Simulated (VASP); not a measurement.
SiO2: single point with r2SCAN

SiO2:

```xyz
3
Lattice="0.0000 2.2642 2.2642 2.2642 0.0000 2.2642 2.2642 2.2642 0.0000" Properties=species:S:1:pos:R:3 pbc="T T T"
Si    0.0000    0.0000    0.0000
O     1.1321    1.1321    1.1321
O     3.3963    3.3963    3.3963
```

- Program: VASP 6.6.1
- Task: single point
- Functional: r2SCAN
- Potentials or basis: VASP PAW PBE potentials, release 64 (Si, O)
- Cutoff: 520 eV
- k mesh: 10 × 10 × 10
- Occupations: gaussian, width 0.01 eV
- Spin: no spin polarisation
- Dipole correction: no
- Further INCAR settings: ALGO = Normal; EDIFF = 1e-07; NBANDS = 15

```
Pressure               : 0.6 GPa
Band gap on the k mesh : 2.68 eV
```

Levels at points of the mesh, in eV from the valence-band top:
| k point | band 5 | band 6 | band 7 | band 8 | band 9 | band 10 | band 11 | band 12 |
| --- | --- | --- | --- | --- | --- | --- | --- | --- |
| (0.00, 0.00, 0.00) | -6.05 | -2.37 | -2.37 | -2.37 | 2.92 | 6.69 | 6.69 | 6.69 |
| (0.50, 0.00, 0.00) | -5.42 | -5.26 | -4.66 | -4.66 | 6.86 | 10.58 | 11.07 | 11.07 |
| (0.50, 0.50, 0.00) | -8.42 | -1.05 | -1.05 | 0.00 | 2.68 | 9.15 | 12.09 | 13.92 |

Run time: 75 s on 1 thread of Intel Xeon 8259CL, with other jobs on the host, peak memory 0.14 GiB.

Caveat: the PAW data sets were made with another functional, which shifts forces and pressure a little. A k mesh can miss the band edges.
